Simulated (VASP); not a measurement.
Wanted: the native input for a VASP 6.6.1 run.

| Item | Value |
| --- | --- |
| Task | single point |
| Functional | PBEsol |
| Potentials or basis | VASP PAW PBE potentials, release 64 (Zn, Se) |
| Cutoff | 520 eV |
| k mesh | 6 × 6 × 4 |
| Occupations | fermi-dirac, width 0.02 eV |
| Spin | no spin polarisation |
| Dipole correction | no |
| Further INCAR settings | ALGO = Normal; EDIFF = 1e-06; NBANDS = 26 |

The structure of ZnSe lies in POSCAR:

```
ZnSe
1.0
    4.1077020000     -0.0410770200      0.0000000000
   -0.0410770200      4.1077020000      0.0000000000
    0.0000000000      0.0000000000      6.0703500000
Zn Se
2 2
Direct
    0.0000000000      0.0000000000      0.0000000000
    0.5000000000      0.5000000000      0.0000000000
    0.0000000000      0.5000000000      0.2462800000
    0.5000000000      0.0000000000      0.7537200000
```

These files were run (other wordings do the same):

INCAR

```
SYSTEM = ZnSe
  ALGO = Normal
  EDIFF = 1E-6
  ENCUT = 520
  GGA = PS
  ISIF = 2
  ISMEAR = -1
  LASPH = .True.
  LCHARG = .False.
  LREAL = .False.
  LWAVE = .False.
  NBANDS = 26
  NELM = 80
  PREC = Accurate
  SIGMA = 0.02
```

KPOINTS

```
k-points
0
Gamma
  6 6 4
  0 0 0
```

Potentials or basis: VASP PAW PBE potentials, release 64 (Zn, Se).

The run is started by

```console
$ cat potpaw_PBE.64/Zn/POTCAR potpaw_PBE.64/Se/POTCAR > POTCAR
$ mpirun -np 1 vasp_std > vasp.out
```

Results of the run:

```
Pressure               : -2.6 GPa
Largest force          : 0.353 eV/Å
Band gap on the k mesh : 1.82 eV, direct
```

Caveat: the PAW data sets were made with another functional, which shifts forces and pressure a little.

Run time: 100 s on 1 thread of AMD EPYC 9R45 (Zen 5), with other jobs on the host, peak memory 0.22 GiB.
